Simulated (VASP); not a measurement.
Wanted: the native input for a VASP 6.6.1 run.

| Item | Value |
| --- | --- |
| Task | single point |
| Functional | PBE |
| Potentials or basis | VASP PAW PBE potentials, release 64 (Sn_d, O) |
| Cutoff | 520 eV |
| k mesh | 12 × 12 × 12 |
| Occupations | fermi-dirac, width 0.08 eV |
| Spin | no spin polarisation |
| Dipole correction | no |
| Further INCAR settings | ALGO = Normal; EDIFF = 1e-07; NBANDS = 17 |

The structure of SnO (zincblende type) lies in POSCAR:

```
SnO
1.0
    0.0000000000      2.7375941725      2.7375941725
    2.7375941725      0.0000000000      2.7375941725
    2.7375941725      2.7375941725      0.0000000000
Sn O
1 1
Direct
    0.0000000000      0.0000000000      0.0000000000
    0.2500000000      0.2500000000      0.2500000000
```

The input as run:

INCAR

```
PREC     = Accurate       # precision mode
ENCUT    = 520            # plane-wave cutoff, eV
EDIFF    = 1E-7           # SCF threshold, eV
ISMEAR   = -1             # smearing method
SIGMA    = 0.08           # smearing width, eV
LREAL    = F              # projectors in reciprocal space
LASPH    = T              # aspherical terms in the spheres
NELM     = 60             # most SCF steps
ALGO     = Normal         # electronic algorithm
ISIF     = 2              # what is computed and relaxed
LWAVE    = F              # write WAVECAR
LCHARG   = F              # write CHGCAR
GGA      = PE             # functional
NBANDS   = 17             # bands
```

KPOINTS

```
Automatic mesh
0
Gamma
  12 12 12
```

Potentials or basis: VASP PAW PBE potentials, release 64 (Sn_d, O).

Command:

```sh
$ cat potpaw_PBE.64/Sn_d/POTCAR potpaw_PBE.64/O/POTCAR > POTCAR
$ mpirun -np 1 vasp_std > vasp.out
```

It gave:

The pressure is 0.1 GPa. The band gap on the k mesh is zero (band 10 reaches 5.73 eV, above the bottom of band 11 at 5.54 eV).

Caveat: spin-orbit coupling is left out, which moves the levels of the heavy elements.

Wall time 35 s on 1 thread of AMD EPYC 9R45 96-Core Processor (Zen 5) (shared host), peak memory 0.17 GiB.
